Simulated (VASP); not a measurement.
Input of a VASP 6.6.1 run:

POSCAR

```
In2O3
1.0
    3.4868810177      0.0000000000      0.0000000000
   -1.7434405089      3.0197275413      0.0000000000
    0.0000000000      0.0000000000      6.2159764599
In O
2 3
Direct
    0.3333333333      0.6666666667      0.2370762018
    0.6666666667      0.3333333333      0.7629237982
    0.0000000000      0.0000000000      0.0000000000
    0.3333333333      0.6666666667      0.6542365645
    0.6666666667      0.3333333333      0.3457634355
```

File INCAR.step1:

```
SYSTEM = In2O3
PREC     = Accurate       ! precision mode
ENCUT    = 520            ! plane-wave cutoff, eV
ISMEAR   = 0              ! smearing method
SIGMA    = 0.01           ! smearing width, eV
LREAL    = .False.        ! projectors in reciprocal space
LASPH    = .True.         ! aspherical terms in the spheres
NELM     = 80             ! most SCF steps
NBANDS   = 30             ! bands
GGA      = PE             ! functional
ALGO     = Normal         ! electronic algorithm
EDIFF    = 1E-4           ! SCF threshold, eV
LWAVE    = .True.         ! write WAVECAR
LCHARG   = .False.        ! write CHGCAR
```

INCAR.step2

```
SYSTEM = In2O3
PREC     = Accurate       ! precision mode
ENCUT    = 520            ! plane-wave cutoff, eV
EDIFF    = 1E-7           ! SCF threshold, eV
ISMEAR   = 0              ! smearing method
SIGMA    = 0.01           ! smearing width, eV
LREAL    = .False.        ! projectors in reciprocal space
LASPH    = .True.         ! aspherical terms in the spheres
NELM     = 80             ! most SCF steps
ALGO     = Normal         ! electronic algorithm
ISIF     = 2              ! what is computed and relaxed
LWAVE    = .False.        ! write WAVECAR
LCHARG   = .False.        ! write CHGCAR
METAGGA  = R2SCAN         ! meta-GGA
LMIXTAU  = .True.       
NBANDS   = 30             ! bands
ISTART   = 1
```

Contents of KPOINTS:

```
Automatic mesh
0
Gamma
  9 9 4
  0 0 0
```

Potentials or basis: VASP PAW PBE potentials, release 64 (In_d, O).

Launch:

```console
$ cat potpaw_PBE.64/In_d/POTCAR potpaw_PBE.64/O/POTCAR > POTCAR
$ cp INCAR.step1 INCAR
$ mpirun -np 1 vasp_std > vasp.out
$ cp INCAR.step2 INCAR
$ mpirun -np 1 vasp_std > vasp.out
```

Question: What does it give for the pressure?

Answer: -8.4 GPa.

Question: Predict the largest force.

Answer: 0.268 eV/Å.

Question: Predict the band gap on the k mesh.

Answer: 0.93 eV.

Stress tensor (GPa, compression positive):
```
-9.56  0.00  0.00
 0.00 -9.56  0.00
 0.00  0.00 -6.13
```

Caveat: the cell stands under tension; the PAW data sets were made with another functional, which shifts forces and pressure a little; spin-orbit coupling is left out, which moves the levels of the heavy elements.
